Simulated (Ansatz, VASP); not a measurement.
InP in VASP and in Ansatz

INCAR

```
SYSTEM = InP
  PREC = Accurate
  ENCUT = 520
  EDIFF = 1E-8
  ISMEAR = -1
  SIGMA = 0.03
  LREAL = .FALSE.
  LASPH = .TRUE.
  NELM = 100
  ALGO = Normal
  ISIF = 2
  LWAVE = .FALSE.
  LCHARG = .FALSE.
  GGA = PE
  LEFG = .TRUE.
  NBANDS = 16
```

File KPOINTS:

```
Automatic mesh
0
G
  11 11 11
  0 0 0
```

The input POSCAR:

```
InP
1.0
    0.0000000000      2.8261596444      2.8261596444
    2.8261596444      0.0000000000      2.8261596444
    2.8261596444      2.8261596444      0.0000000000
In P
1 1
Direct
    0.0000000000      0.0000000000      0.0000000000
    0.5000000000      0.5000000000      0.5000000000
```

Input for Ansatz:

```yaml
crystal:
  lattice:
    - [0.0, 2.8261596444, 2.8261596444]
    - [2.8261596444, 0.0, 2.8261596444]
    - [2.8261596444, 2.8261596444, 0.0]
  atoms:
    - { symbol: In, position: [0.0, 0.0, 0.0] }
    - { symbol: P, position: [0.5, 0.5, 0.5] }
kpoints:
  mp_grid: { grid: [11, 11, 11] }
scf:
  occupations: { method: fermi_dirac, width: 0.03 }
hamiltonian:
  xc: pbe
  pseudopotentials: { kind: paw }
output:
  forces: true
  stress: true
  eigenvalues: true
  efg: { contact_densities: true }
```

Change from the starting cell: volume scaled by 0.97, PAW files.

Alike in both runs: task electric field gradients; functional PBE; k mesh 11 × 11 × 11; occupations fermi-dirac, width 0.03 eV; no spin polarisation.

|  | VASP | Ansatz |
| --- | --- | --- |
| version | VASP 6.6.1 | Ansatz 0.2.0 |
| potentials or method | VASP PAW PBE potentials, release 64 (In_d, P) | PAW with Ansatz's default frozen-core files, scalar-relativistic |
| plane-wave cutoff (eV) | 520 | 420 |
| valence electrons in the cell | 18 | 18 |

|  | VASP | Ansatz | Ansatz less VASP |
| --- | --- | --- | --- |
| pressure (GPa) | -3.9 | -3.9 | +0.02 |

The functional is the same, so the differences come from potentials, cutoffs and numerics.
